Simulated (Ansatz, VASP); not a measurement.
# Ca5Ta: VASP beside Ansatz

```xyz
6
Lattice="5.2203 0.0000 0.0000 0.0000 5.2203 0.0000 0.0000 0.0000 32.5837" Properties=species:S:1:pos:R:3 pbc="T T T"
Ca    5.2203    2.6101   10.6881
Ca    2.6101    0.0000   10.6881
Ca    5.2203    2.6101    6.3119
Ca    2.6101    0.0000    6.3119
Ca    0.0000    0.0000    8.5000
Ta    2.6101    2.6101    8.5000
```

Alike in both runs: functional PBE; k mesh 8 × 8 × 1; occupations gaussian, width 0.1 eV; no spin polarisation.

Ansatz relaxed the structure, and its values are those at the end. VASP's run is a single point on that final structure, the one shown.

|  | VASP | Ansatz |
| --- | --- | --- |
| version | VASP 6.6.1 | Ansatz 0.2.0 |
| potentials or method | VASP PAW PBE potentials, release 64 (Ca_sv, Ta_pv), cutoff 520 eV | scalar-relativistic, plane waves, PAW |
| valence electrons in the cell | 61 | 63 |

```csv
,VASP,Ansatz,Ansatz less VASP
gap on the k mesh at the Fermi level (eV),none,none,-
rms of the force components (eV/Å),0.003,0.000,-0.0029
```

A gap of «none» marks a metal or a gap that the smearing closes. VASP's potentials hold 61 valence electrons a cell and Ansatz's 63, so a difference there can come from the potentials and not from the codes. Ansatz's warnings: slab cell height set.

Spin-orbit coupling is off throughout.
